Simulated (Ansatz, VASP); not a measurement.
# InSe: VASP beside Ansatz

```
CELL_PARAMETERS angstrom
3.82500 0.00000 0.00000
-1.91250 3.31255 0.00000
0.00000 0.00000 36.72119
ATOMIC_POSITIONS crystal
Se 0.00000 0.00000 0.42188
Se 0.00000 0.00000 0.57809
In 0.66667 0.33333 0.45946
In 0.66667 0.33333 0.54051
```

Alike in both runs: task single point; functional PBE; dispersion D3(BJ); k mesh 9 × 9 × 1; occupations gaussian, width 0.02 eV; no spin polarisation.

|  | VASP | Ansatz |
| --- | --- | --- |
| version | VASP 6.6.1 | Ansatz 0.2.0 |
| potentials or method | VASP PAW PBE potentials, release 64 (Se, In_d), cutoff 520 eV | scalar-relativistic, plane waves, PAW |
| valence electrons in the cell | 38 | 58 |

```csv
,VASP,Ansatz,Ansatz less VASP
gap on the k mesh at the Fermi level (eV),1.93,1.93,+0.005
least direct gap on the mesh (eV),1.93,1.93,+0.005
rms of the force components (eV/Å),0.402,0.395,-0.0069
```

VASP's potentials hold 38 valence electrons a cell and Ansatz's 58, so a difference there can come from the potentials and not from the codes. Ansatz's warnings: structure snapped to symmetry.
